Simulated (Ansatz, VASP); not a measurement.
## One calculation of BN, two programs

File INCAR:

```
SYSTEM = BN
  PREC = Accurate
  ENCUT = 520
  EDIFF = 1E-6
  ISMEAR = 0
  SIGMA = 0.05
  LREAL = .FALSE.
  LASPH = .TRUE.
  NELM = 100
  ALGO = Normal
  ISIF = 2
  LWAVE = .FALSE.
  LCHARG = .TRUE.
  GGA = PE
  IVDW = 12
  LELF = .TRUE.
  LVHAR = .TRUE.
  NBANDS = 21
```

File KPOINTS:

```
Automatic mesh
0
G
  10 10 3
  0 0 0
```

Contents of POSCAR:

```
BN
1.0
   -1.2530569071     -2.1703582278      0.0000000000
    1.2530569071     -2.1703582278      0.0000000000
    0.0000000000      0.0000000000     12.8846513545
B N
3 3
Direct
    1.0000000000      1.0000000000      0.3836956052
    0.3333333333      0.3333333333      0.6394172149
    0.6666666667      0.6666666667      0.1279739955
    1.0000000000      1.0000000000      0.6391905779
    0.3333333333      0.3333333333      0.1277473585
    0.6666666667      0.6666666667      0.3834689682
```

Input for Ansatz:

```yaml
crystal:
  lattice:
    - [-1.2530569071, -2.1703582278, 0.0]
    - [1.2530569071, -2.1703582278, 0.0]
    - [0.0, 0.0, 12.8846513545]
  atoms:
    - { symbol: B, position: [1.0, 1.0, 0.3836956052] }
    - { symbol: B, position: [0.3333333333, 0.3333333333, 0.6394172149] }
    - { symbol: B, position: [0.6666666667, 0.6666666667, 0.1279739955] }
    - { symbol: "N", position: [1.0, 1.0, 0.6391905779] }
    - { symbol: "N", position: [0.3333333333, 0.3333333333, 0.1277473585] }
    - { symbol: "N", position: [0.6666666667, 0.6666666667, 0.3834689682] }
basis:
  ecutwfc: 420
kpoints:
  mp_grid: { grid: [10, 10, 3] }
hamiltonian:
  xc: pbe
  dispersion: d3bj
scf:
  occupations: { method: gaussian, width: 0.05 }
output:
  forces: true
  stress: true
  eigenvalues: true
```

Alike in both runs: task single point; functional PBE; dispersion D3(BJ); k mesh 10 × 10 × 3; occupations gaussian, width 0.05 eV; no spin polarisation.

|  | VASP | Ansatz |
| --- | --- | --- |
| version | VASP 6.6.1 | Ansatz 0.2.0 |
| potentials or method | VASP PAW PBE potentials, release 64 (B, N), cutoff 520 eV | scalar-relativistic, plane waves, PAW |
| valence electrons in the cell | 24 | 24 |

Ansatz gave:

```
gap on the k mesh at the Fermi level (eV)                     : 4.40
least direct gap on the mesh (eV)                             : 4.72
pressure (GPa)                                                : 0.2
traceless stress, the component that is largest in VASP (GPa) : -0.23
rms of the force components (eV/Å)                            : 0.017
```

Problem. Which values does VASP return?

Solution. gap on the k mesh at the Fermi level (eV): 4.40; least direct gap on the mesh (eV): 4.72; pressure (GPa): 0.2; traceless stress, the component that is largest in VASP (GPa): -0.39; rms of the force components (eV/Å): 0.017.

Atom by atom the forces differ by 0.000 eV/Å (rms over components).
